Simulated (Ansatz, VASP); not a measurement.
Hf3TiO3: VASP beside Ansatz

Contents of INCAR:

```
SYSTEM = Hf3TiO3
PREC = Accurate
ENCUT = 520
EDIFF = 1E-6
ISMEAR = 0
SIGMA = 0.2
LREAL = .FALSE.
LASPH = .TRUE.
NELM = 60
ALGO = Normal
ISIF = 2
LWAVE = .FALSE.
LCHARG = .TRUE.
GGA = PE
LELF = .TRUE.
LVHAR = .TRUE.
NBANDS = 39
```

Contents of KPOINTS:

```
Automatic mesh
0
G
  6 6 4
  0 0 0
```

The input POSCAR:

```
Hf3TiO3
1.0
    4.2725636786      0.0000000000      0.0000000000
    0.0000000000      4.2725636786      0.0000000000
    0.0000000000      0.0000000000      5.1656630361
Hf Ti O
3 1 3
Direct
    0.5000000000      0.0000000000      0.4054100723
    0.0000000000      0.5000000000      0.4054100723
    0.5000000000      0.5000000000      0.9520244785
    0.0000000000      0.0000000000      0.9432709348
    0.0000000000      0.0000000000      0.5322732505
    0.5000000000      0.0000000000      0.8364876458
    0.0000000000      0.5000000000      0.8364876458
```

Input for Ansatz:

```yaml
crystal:
  lattice:
    - [4.2725636786, 0.0, 0.0]
    - [0.0, 4.2725636786, 0.0]
    - [0.0, 0.0, 5.1656630361]
  atoms:
    - { symbol: Hf, position: [0.5, 0.0, 0.4054100723] }
    - { symbol: Hf, position: [0.0, 0.5, 0.4054100723] }
    - { symbol: Hf, position: [0.5, 0.5, 0.9520244785] }
    - { symbol: Ti, position: [0.0, 0.0, 0.9432709348] }
    - { symbol: O, position: [0.0, 0.0, 0.5322732505] }
    - { symbol: O, position: [0.5, 0.0, 0.8364876458] }
    - { symbol: O, position: [0.0, 0.5, 0.8364876458] }
basis:
  ecutwfc: 420
kpoints:
  mp_grid: { grid: [6, 6, 4] }
hamiltonian:
  xc: pbe
scf:
  occupations: { method: gaussian, width: 0.2 }
  lower_state_search: "off"
output:
  forces: true
  stress: true
  eigenvalues: true
```

Alike in both runs: task single point; functional PBE; k mesh 6 × 6 × 4; occupations gaussian, width 0.2 eV; no spin polarisation.

|  | VASP | Ansatz |
| --- | --- | --- |
| version | VASP 6.6.1 | Ansatz 0.2.0 |
| potentials or method | VASP PAW PBE potentials, release 64 (Hf_pv, Ti_sv, O), cutoff 520 eV | scalar-relativistic, plane waves, PAW |
| valence electrons in the cell | 60 | 108 |

Ansatz gave:

```
gap on the k mesh at the Fermi level (eV)                     : none
pressure (GPa)                                                : 0.0
traceless stress, the component that is largest in VASP (GPa) : 0.09
rms of the force components (eV/Å)                            : 0.031
```

Q: What did VASP give for the same quantities?

A: gap on the k mesh at the Fermi level (eV): none; pressure (GPa): -1.4; traceless stress, the component that is largest in VASP (GPa): 0.25; rms of the force components (eV/Å): 0.068.

Atom by atom the forces differ by 0.046 eV/Å (rms over components). A gap of «none» marks a metal or a gap that the smearing closes. VASP's potentials hold 60 valence electrons a cell and Ansatz's 108, so a difference there can come from the potentials and not from the codes.

Spin-orbit coupling is off throughout.
